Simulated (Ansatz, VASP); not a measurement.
## One calculation of Co, two programs

```
Co
1.0
     2.47152    0.00000    0.00000
    -1.23576    2.14040    0.00000
     0.00000    0.00000    4.02711
Co
2
Direct
  0.33333 0.66667 0.25000
  0.66667 0.33333 0.75000
```

Alike in both runs: task single point; functional r2SCAN; k mesh 15 × 15 × 8; collinear spin.

|  | VASP | Ansatz |
| --- | --- | --- |
| version | VASP 6.6.1 | Ansatz 0.2.0 |
| potentials or method | VASP PAW PBE potentials, release 64 (Co), cutoff 520 eV | plane waves (500 eV) with PAW, scalar-relativistic |
| occupations | methfessel-paxton of order 1, width 0.01 eV | cold, width 0.01 eV |
| valence electrons in the cell | 18 | 34 |

VASP gave:

| Quantity | Value |
| --- | --- |
| pressure (GPa) | -1.9 |
| traceless stress, the component that is largest in VASP (GPa) | 0.28 |
| net moment per atom (μB) | 1.69 |
| size of the moment on the site where the two differ most (μB) | 1.75 |

Question: What did Ansatz give for the same quantities?

Answer: Pressure (GPa): -1.8; traceless stress, the component that is largest in VASP (GPa): -0.07; net moment per atom (μB): 1.70; size of the moment on the site where the two differ most (μB): 1.84.

VASP's potentials were made for PBE, not for r2SCAN. Site moments also hang on the region over which each program counts them. VASP's potentials hold 18 valence electrons a cell and Ansatz's 34, so a difference there can come from the potentials and not from the codes. Ansatz's warnings: stability check not made.
